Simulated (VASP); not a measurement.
# Ti in VASP: notebook

Ti is run at these levels: PBEsol; tasks: single point.

Everything below comes from runs of VASP 6.6.1. Logs are shortened: lines on timing, memory, paths and dates and some standing lists are left out, and cuts for length are marked.

## (1) The cell of the first run

The cell holds a slab with vacuum, 6 atoms: a = 2.900 Å, b = 2.900 Å, c = 26.477 Å, α = 90.00°, β = 90.00°, γ = 120.00°.

## (2) Single point, PBEsol

File INCAR:

```
  ALGO = Normal
  DIPOL = 0.5 0.5 0.500
  EDIFF = 1E-6
  ENCUT = 400
  GGA = PS
  GGA_COMPAT = F
  IDIPOL = 3
  ISIF = 2
  ISMEAR = 0
  LASPH = T
  LCHARG = T
  LDIPOL = T
  LELF = T
  LREAL = F
  LVACPOTAV = T
  LVHAR = T
  LWAVE = F
  NBANDS = 45
  NELM = 120
  NELMDL = -8
  PREC = Accurate
  SIGMA = 0.1
```

File KPOINTS:

```
k-points
0
Gamma
  12 12 1
```

File POSCAR:

```
Ti
1.0
    2.9004352004      0.0000000000      0.0000000000
   -1.4502176002      2.5118505656      0.0000000000
    0.0000000000      0.0000000000     26.4774761173
Ti
6
Direct
    0.6666666667      0.3333333333      0.2832596267
    0.3333333333      0.6666666667      0.3699557760
    0.6666666667      0.3333333333      0.4566519253
    0.3333333333      0.6666666667      0.5433480747
    0.6666666667      0.3333333333      0.6300442240
    0.3333333333      0.6666666667      0.7167403733
```

Potentials or basis: VASP PAW PBE potentials, release 64 (Ti_sv).

Launch:

```bash
cat potpaw_PBE.64/Ti_sv/POTCAR > POTCAR
mpirun -np 1 vasp_std > vasp.out
```

OUTCAR:

```text
EDIFF = 1E-6
   ENCUT = 400
   GGA = PS
   ISIF = 2
   ISMEAR = 0
   LASPH = T
   LREAL = F
   NELM = 120
   NELMDL = -8
   PREC = Accurate

 ion  position               nearest neighbor table
   1  0.667  0.333  0.283-   2 2.84   2 2.84   2 2.84
   2  0.333  0.667  0.370-   1 2.84   3 2.84   1 2.84   3 2.84   1 2.84   3 2.84
   3  0.667  0.333  0.457-   2 2.84   2 2.84   2 2.84   4 2.84   4 2.84   4 2.84
   4  0.333  0.667  0.543-   5 2.84   5 2.84   5 2.84   3 2.84   3 2.84   3 2.84
   5  0.667  0.333  0.630-   6 2.84   4 2.84   6 2.84   4 2.84   6 2.84   4 2.84
   6  0.333  0.667  0.717-   5 2.84   5 2.84   5 2.84

  LATTYP: Found a hexagonal cell.
 ALAT       =     2.9004352004
 C/A-ratio  =     9.1287942284

  Lattice vectors:

 A1 = (   2.9004352004,   0.0000000000,   0.0000000000)
 A2 = (  -1.4502176002,   2.5118505656,   0.0000000000)
 A3 = (   0.0000000000,   0.0000000000,  26.4774761173)

Analysis of symmetry for initial positions (statically):
=====================================================================
 Subroutine PRICEL returns:
 Original cell was already a primitive cell.

 Routine SETGRP: Setting up the symmetry group for a
 hexagonal supercell.

 Subroutine GETGRP returns: Found 12 space group operations
 (whereof 12 operations were pure point group operations)
 out of a pool of 24 trial point group operations.

The static configuration has the point symmetry D_3d.

Analysis of symmetry for dynamics (positions and initial velocities):
=====================================================================
 Subroutine PRICEL returns:
 Original cell was already a primitive cell.

 Routine SETGRP: Setting up the symmetry group for a
 hexagonal supercell.

 Subroutine GETGRP returns: Found 12 space group operations
 (whereof 12 operations were pure point group operations)
 out of a pool of 24 trial point group operations.

The dynamic configuration has the point symmetry D_3d.

 Subroutine INISYM returns: Found 12 space group operations
 (whereof 12 operations are pure point group operations),
 and found     1 'primitive' translations

----------------------------------------------------------------------------------------

                                     Primitive cell

  volume of cell :     192.9006

  direct lattice vectors                    reciprocal lattice vectors
     2.900435200  0.000000000  0.000000000     0.344775846  0.199056427  0.000000000
    -1.450217600  2.511850566  0.000000000     0.000000000  0.398112855  0.000000000
     0.000000000  0.000000000 26.477476117     0.000000000  0.000000000  0.037767950

  length of vectors
     2.900435200  2.900435200 26.477476117     0.398112855  0.398112855  0.037767950

  position of ions in fractional coordinates (direct lattice)
     0.666666667  0.333333333  0.283259627
     0.333333333  0.666666667  0.369955776
     0.666666667  0.333333333  0.456651925
     0.333333333  0.666666667  0.543348075
     0.666666667  0.333333333  0.630044224
     0.333333333  0.666666667  0.716740373

  ion indices of the primitive-cell ions
   primitive index   ion index
                 1           1
                 2           2
                 3           3
                 4           4
                 5           5
                 6           6

----------------------------------------------------------------------------------------

 KPOINTS: k-points

Automatic generation of k-mesh.
 Grid dimensions read from file:
 generate k-points for:   12   12    1

 Generating k-lattice:

  Cartesian coordinates                     Fractional coordinates (reciprocal lattice)
     0.028731321  0.016588036  0.000000000     0.083333333  0.000000000  0.000000000
     0.000000000  0.033176071  0.000000000     0.000000000  0.083333333  0.000000000
     0.000000000  0.000000000  0.037767950     0.000000000  0.000000000  1.000000000

  Length of vectors
     0.033176071  0.033176071  0.037767950

  Shift w.r.t. Gamma in fractional coordinates (k-lattice)
     0.000000000  0.000000000  0.000000000

 Subroutine IBZKPT returns following result:
 ===========================================

 Found     19 irreducible k-points:

 Following reciprocal coordinates:
            Coordinates               Weight
  0.000000  0.000000  0.000000      1.000000
  0.083333 -0.000000  0.000000      6.000000
  0.166667 -0.000000  0.000000      6.000000
  0.250000  0.000000  0.000000      6.000000
  0.333333 -0.000000  0.000000      6.000000
  0.416667  0.000000  0.000000      6.000000
[... 11 lines left out ...]
  0.333333  0.250000  0.000000     12.000000
  0.333333  0.333333  0.000000      2.000000
   k-points           NKPTS =     19   k-points in BZ     NKDIM =     19   number of bands    NBANDS=     45
   number of dos      NEDOS =    301   number of ions     NIONS =      6
   total plane-waves  NPLWV =  72000
   dimension x,y,z NGX =    20 NGY =   20 NGZ =  180
   dimension x,y,z NGXF=    40 NGYF=   40 NGZF=  360
   ions per type =               6
   NGX,Y,Z   is equivalent  to a cutoff of  11.46, 11.46, 11.30 a.u.
   NGXF,Y,Z  is equivalent  to a cutoff of  22.93, 22.93, 22.60 a.u.
 SYSTEM =  unknown system
   PREC   = accura    normal or accurate (medium, high low for compatibility)
   ISTART =      0    job   : 0-new  1-cont  2-samecut
   ICHARG =      2    charge: 1-file 2-atom 10-const
   ISPIN  =      1    spin polarized calculation?
   LNONCOLLINEAR =      F non collinear calculations
   LSORBIT =      F    spin-orbit coupling
   LASPH  =      T    aspherical Exc in radial PAW
   ENCUT  =  400.0 eV  29.40 Ry    5.42 a.u.   4.73  4.73 43.18*2*pi/ulx,y,z
   NELM   =    120;   NELMIN=  2; NELMDL= -8     # of ELM steps
   EDIFF  = 0.1E-05   stopping-criterion for ELM
   LREAL  =      F    real-space projection
   EDIFFG = 0.1E-04   stopping-criterion for IOM
   NSW    =      0    number of steps for IOM
   IBRION =     -1    ionic relax: 0-MD 1-quasi-New 2-CG
   NFREE  =      0    steps in history (QN), initial steepest desc. (CG)
   ISIF   =      2    stress and relaxation
   ISYM   =      2    0-nonsym 1-usesym 2-fastsym
   POTIM  = 0.5000    time-step for ionic-motion
   TEBEG  =    0.0;   TEEND  =   0.0 temperature during run
   PSTRESS=    0.0 pullay stress
   NELECT =      72.0000    total number of electrons
   NUPDOWN=      -1.0000    fix difference up-down
   EMIN   =  10.00;   EMAX   =-10.00  energy-range for DOS
   EFERMI =   0.00;   METHOD = LEGACY
   ISMEAR =     0;   SIGMA  =   0.10  broadening in eV -4-tet -1-fermi 0-gaus
   EFERMI_NEDOS =   21; number of points for ismear=-14 and -15
   IALGO  =     38    algorithm
   IMIX   =      4    mixing-type and parameters
     AMIX     =   0.40;   BMIX     =  1.00
     AMIX_MAG =   1.60;   BMIX_MAG =  1.00
  volume/ion in A,a.u.               =      32.15       216.96
  Fermi-wavevector in a.u.,A,eV,Ry     =   1.178712  2.227443 18.903427  1.389363
  Thomas-Fermi vector in A             =   2.315036
   LORBIT       =      0    0 simple, 1 ext, 2 COOP (PROOUT), +10 PAW based schemes
   GGA     = PS    functional components
   LHFCALC =     F    Hartree Fock is set to
   AEXX    =    0.0000 exact exchange contribution
   IVDW    =     0    specifies the selected vdW correction
   LEPSILON=     F    determine dielectric tensor
   LRPA    =     F    only Hartree local field effects (RPA)
 non-spin polarized calculation
 Gauss-broadening in eV      SIGMA  =   0.10
  energy-cutoff  :      400.00
  volume of cell :      192.90
 maximum number of plane-waves:      3531
 NGX is ok and might be reduce to    20
   NGX =  9   NGY =  9   NGZ = 87

 dipolmoment           0.000000      0.000000     -0.000000 electrons x Angstroem

 number of electron      72.0000011 magnetization

 dipolmoment           0.000000      0.000000      0.000000 electrons x Angstroem

 Free energy of the ion-electron system (eV)
  ---------------------------------------------------
  ext. energy  EPLUGINS =         0.00000000
  ---------------------------------------------------
  free energy    TOTEN  =       -47.94998544 eV

  energy without entropy =      -47.89820152  energy(sigma->0) =      -47.92409348

 E-fermi :   2.4299     XC(G=0):  -6.9522

 val. band max:        2.4119933475   @ k =   0.0833   0.0833   0.0000
 cond. band min:       2.4435752881   @ k =   0.2500   0.2500   0.0000
 fundamental gap:      0.0315819407
 Fermi energy:         2.4299303549

 k-point     1 :       0.0000    0.0000    0.0000
  band No.  band energies     occupation
      1     -54.2440      2.00000
      2     -54.2438      2.00000
      3     -54.1007      2.00000
      4     -54.0429      2.00000
      5     -53.9855      2.00000
      6     -53.9609      2.00000
[... 37 lines left out ...]
     44       3.2448      0.00000
     45       3.2702      0.00000

 k-point     2 :       0.0833   -0.0000    0.0000
  band No.  band energies     occupation
      1     -54.2379      2.00000
      2     -54.2377      2.00000
      3     -54.0931      2.00000
      4     -54.0367      2.00000
      5     -53.9809      2.00000
      6     -53.9573      2.00000
[... 37 lines left out ...]
     44       3.3650      0.00000
     45       3.4080      0.00000

 k-point     3 :       0.1667   -0.0000    0.0000
  band No.  band energies     occupation
      1     -54.2212      2.00000
      2     -54.2211      2.00000
      3     -54.0721      2.00000
      4     -54.0200      2.00000
      5     -53.9683      2.00000
      6     -53.9478      2.00000
[... 37 lines left out ...]
     44       3.4936      0.00000
     45       3.6229      0.00000

 k-point     4 :       0.2500    0.0000    0.0000
  band No.  band energies     occupation
      1     -54.1983      2.00000
      2     -54.1982      2.00000
      3     -54.0424      2.00000
      4     -53.9966      2.00000
      5     -53.9509      2.00000
      6     -53.9354      2.00000
[... 661 lines left out ...]
     44       3.6237      0.00000
     45       3.7674      0.00000

 k-point    18 :       0.3333    0.2500    0.0000
  band No.  band energies     occupation
      1     -54.1440      2.00000
      2     -54.1439      2.00000
      3     -53.9575      2.00000
      4     -53.9439      2.00000
      5     -53.9139      2.00000
      6     -53.9135      2.00000
[... 37 lines left out ...]
     44       3.8737      0.00000
     45       3.9530      0.00000

 k-point    19 :       0.3333    0.3333    0.0000
  band No.  band energies     occupation
      1     -54.1411      2.00000
      2     -54.1411      2.00000
      3     -53.9466      2.00000
      4     -53.9466      2.00000
      5     -53.9126      2.00000
      6     -53.9126      2.00000
[... 37 lines left out ...]
     44       3.9839      0.00000
     45       4.0123      0.00000

------------------------ aborting loop because EDIFF is reached ----------------------------------------

  FORCE on cell =-STRESS in cart. coord.  units (eV):
  Direction    XX          YY          ZZ          XY          YZ          ZX
  --------------------------------------------------------------------------------------
  -------------------------------------------------------------------------------------
  Total       -2.3981326     -2.3981326     -2.7558173      0.0000000      0.0000000      0.0000000
  in kB      -19.9182058    -19.9182058    -22.8890337      0.0000000      0.0000000      0.0000000
  external PRESSURE =     -20.9084818 kB  Pullay stress =       0.0000000 kB

 VOLUME and BASIS-vectors are now :
 -----------------------------------------------------------------------------
  energy-cutoff  :      400.00
  volume of cell :      192.90
      direct lattice vectors                 reciprocal lattice vectors
     2.900435200  0.000000000  0.000000000     0.344775846  0.199056427  0.000000000
    -1.450217600  2.511850566  0.000000000     0.000000000  0.398112855  0.000000000
     0.000000000  0.000000000 26.477476117     0.000000000  0.000000000  0.037767950

 POSITION                                       TOTAL-FORCE (eV/Angst)
 -----------------------------------------------------------------------------------
      1.45022      0.83728      7.50000         0.000000      0.000000      0.562161
     -0.00000      1.67457      9.79550         0.000000     -0.000000     -0.633646
      1.45022      0.83728     12.09099        -0.000000     -0.000000      0.058761
     -0.00000      1.67457     14.38649         0.000000     -0.000000     -0.058761
      1.45022      0.83728     16.68198        -0.000000      0.000000      0.633646
     -0.00000      1.67457     18.97748        -0.000000      0.000000     -0.562161
 -----------------------------------------------------------------------------------
    total drift:                               -0.000000      0.000000      0.000000

  FREE ENERGIE OF THE ION-ELECTRON SYSTEM (eV)
  ---------------------------------------------------
  free  energy   TOTEN  =       -47.9499854402 eV

  energy  without entropy=      -47.8982015174  energy(sigma->0) =      -47.92409348

 vacuum level on the upper side and lower side of the slab         7.005         7.005
```

Wall time 2.8 min (1 thread of Intel Xeon 6975P-C (Granite Rapids), shared host); peak memory 0.29 GiB.

What came out:

```yaml
Free_energy: -47.9500 eV
Largest_force: 0.634 eV/Å
Band_gap_on_the_k_mesh: zero (band 36 reaches 3.10 eV, above the bottom of band 37 at 2.10 eV)
```

Forces in eV/Å, atoms in the order of the input:
```
Ti   0.000  0.000  0.562
Ti   0.000  0.000 -0.634
Ti   0.000  0.000  0.059
Ti   0.000  0.000 -0.059
Ti   0.000  0.000  0.634
Ti   0.000  0.000 -0.562
```

Caveat: the PAW data sets were made with another functional, which shifts forces and pressure a little.

## (3) Single point, PBEsol

File INCAR:

```
SYSTEM = Ti
ALGO = Normal
DIPOL = 0.5 0.5 0.500
EDIFF = 1E-6
ENCUT = 400
GGA = PS
GGA_COMPAT = .False.
IDIPOL = 3
ISIF = 2
ISMEAR = 0
LASPH = .True.
LCHARG = .False.
LDIPOL = .True.
LREAL = .False.
LWAVE = .False.
NBANDS = 45
NELM = 120
NELMDL = -8
PREC = Accurate
SIGMA = 0.1
```

File KPOINTS:

```
k-points
0
Gamma
  12 12 1
  0 0 0
```

File POSCAR:

```
Ti
1.0
    2.9004352004      0.0000000000      0.0000000000
   -1.4502176002      2.5118505656      0.0000000000
    0.0000000000      0.0000000000     26.4774761173
Ti
6
Direct
    0.6666666667      0.3333333333      0.2874080280
    0.3333333333      0.6666666667      0.3681199300
    0.6666666667      0.3333333333      0.4571660824
    0.3333333333      0.6666666667      0.5428339694
    0.6666666667      0.3333333333      0.6318800533
    0.3333333333      0.6666666667      0.7125919370
```

Potentials or basis: VASP PAW PBE potentials, release 64 (Ti_sv).

Launch:

```bash
cat potpaw_PBE.64/Ti_sv/POTCAR > POTCAR
mpirun -np 1 vasp_std > vasp.out
```

Wall time 4.3 min (1 thread of Intel Xeon 6975P-C (Granite Rapids), shared host); peak memory 0.29 GiB.

The run converged. Its results:

```yaml
Free_energy: -48.0553 eV
Largest_force: 0.015 eV/Å
Band_gap_on_the_k_mesh: zero (band 36 reaches 3.06 eV, above the bottom of band 37 at 2.07 eV)
```

Forces in eV/Å, atoms in the order of the input:
```
Ti   0.000  0.000  0.000
Ti   0.000  0.000  0.015
Ti   0.000  0.000 -0.004
Ti   0.000  0.000  0.004
Ti   0.000  0.000 -0.015
Ti   0.000  0.000  0.000
```

Levels at points of the mesh, in eV from the Fermi level:
| k point | band 34 | band 35 | band 36 | band 37 | band 38 | band 39 |
| --- | --- | --- | --- | --- | --- | --- |
| (0.00, 0.00, 0.00) | 0.41 | 0.62 | 0.62 | 0.63 | 0.63 | 0.64 |
| (0.50, 0.00, 0.00) | -0.80 | -0.80 | 0.23 | 0.45 | 0.56 | 0.82 |

Caveat: the PAW data sets were made with another functional, which shifts forces and pressure a little.

## (4) Single point, PBEsol

File INCAR:

```
SYSTEM = Ti
ALGO = Normal ; DIPOL = 0.5 0.5 0.500
EDIFF = 1E-6 ; ENCUT = 400
GGA = PS ; GGA_COMPAT = .FALSE.
IDIPOL = 3 ; ISIF = 2
ISMEAR = 0 ; LASPH = .TRUE.
LCHARG = .TRUE. ; LDIPOL = .TRUE.
LELF = .TRUE. ; LREAL = .FALSE.
LVACPOTAV = .TRUE. ; LVHAR = .TRUE.
LWAVE = .FALSE. ; NBANDS = 45
NELM = 120 ; NELMDL = -8
PREC = Accurate ; SIGMA = 0.1
```

File KPOINTS:

```
k-points
0
G
  12 12 1
  0 0 0
```

File POSCAR:

```
Ti
1.0
    2.9004352004      0.0000000000      0.0000000000
   -1.4502176002      2.5118505656      0.0000000000
    0.0000000000      0.0000000000     26.4774761173
Ti
6
Direct
    0.6666666667      0.3333333333      0.2832596267
    0.3333333333      0.6666666667      0.3699557760
    0.6666666667      0.3333333333      0.4566519253
    0.3333333333      0.6666666667      0.5433480747
    0.6666666667      0.3333333333      0.6300442240
    0.3333333333      0.6666666667      0.7167403733
```

Launch:

```bash
cat potpaw_PBE.64/Ti_sv/POTCAR > POTCAR
mpirun -np 1 vasp_std > vasp.out
```

Wall time 2.4 min (1 thread of Intel Xeon 6975P-C (Granite Rapids), shared host); peak memory 0.28 GiB.

It converged, with:

- Free energy: -47.9500 eV
- Largest force: 0.634 eV/Å
- Band gap on the k mesh: zero (band 36 reaches 3.10 eV, above the bottom of band 37 at 2.10 eV)

Forces on the atoms (eV/Å):
```
Ti   0.000  0.000  0.562
Ti   0.000  0.000 -0.634
Ti   0.000  0.000  0.059
Ti   0.000  0.000 -0.059
Ti   0.000  0.000  0.634
Ti   0.000  0.000 -0.562
```

Levels at points of the mesh, in eV from the Fermi level:
```
           k point  band 34  band 35  band 36  band 37  band 38  band 39
(0.00, 0.00, 0.00)     0.34     0.59     0.67     0.67     0.68     0.68
(0.50, 0.00, 0.00)    -0.89    -0.86     0.15     0.38     0.61     0.97
```

Caveat: the PAW data sets were made with another functional, which shifts forces and pressure a little.
